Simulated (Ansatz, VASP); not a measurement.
C: VASP beside Ansatz

Contents of INCAR:

```
SYSTEM = C
PREC = Accurate ; ENCUT = 520
EDIFF = 1E-7 ; ISMEAR = 0
SIGMA = 0.1 ; LREAL = .FALSE.
LASPH = .TRUE. ; NELM = 100
ALGO = Normal ; ISIF = 2
LWAVE = .FALSE. ; LCHARG = .TRUE.
GGA = PE ; LELF = .TRUE.
LVHAR = .TRUE. ; NBANDS = 11
```

The input KPOINTS:

```
regular mesh
0
G
  8 8 8
  0 0 0
```

The input POSCAR:

```
C
1.0
    0.0000000000      1.7857213742      1.7857213742
    1.7857213742      0.0000000000      1.7857213742
    1.7857213742      1.7857213742      0.0000000000
C
2
Direct
    0.5000000000      0.5000000000      0.5000000000
    0.7500000000      0.7500000000      0.7500000000
```

Input for Ansatz:

```yaml
crystal:
  lattice:
    - [0.0, 1.7857213742, 1.7857213742]
    - [1.7857213742, 0.0, 1.7857213742]
    - [1.7857213742, 1.7857213742, 0.0]
  atoms:
    - { symbol: C, position: [0.5, 0.5, 0.5] }
    - { symbol: C, position: [0.75, 0.75, 0.75] }
basis:
  ecutwfc: 420
kpoints:
  mp_grid: { grid: [8, 8, 8] }
hamiltonian:
  xc: pbe
scf:
  occupations: { method: gaussian, width: 0.1 }
  lower_state_search: "off"
output:
  forces: true
  stress: true
  eigenvalues: true
```

Change from the starting cell: the structure that the rattled cell fell into.

Alike in both runs: task single point; functional PBE; k mesh 8 × 8 × 8; occupations gaussian, width 0.1 eV; no spin polarisation.

|  | VASP | Ansatz |
| --- | --- | --- |
| version | VASP 6.6.1 | Ansatz 0.2.0 |
| potentials or method | VASP PAW PBE potentials, release 64 (C), cutoff 520 eV | scalar-relativistic, plane waves, PAW |
| valence electrons in the cell | 8 | 8 |

|  | VASP | Ansatz | Ansatz less VASP |
| --- | --- | --- | --- |
| gap on the k mesh at the Fermi level (eV) | 4.12 | 4.13 | +0.007 |
| least direct gap on the mesh (eV) | 5.58 | 5.58 | +0.004 |
| pressure (GPa) | 0.7 | 0.1 | -0.65 |
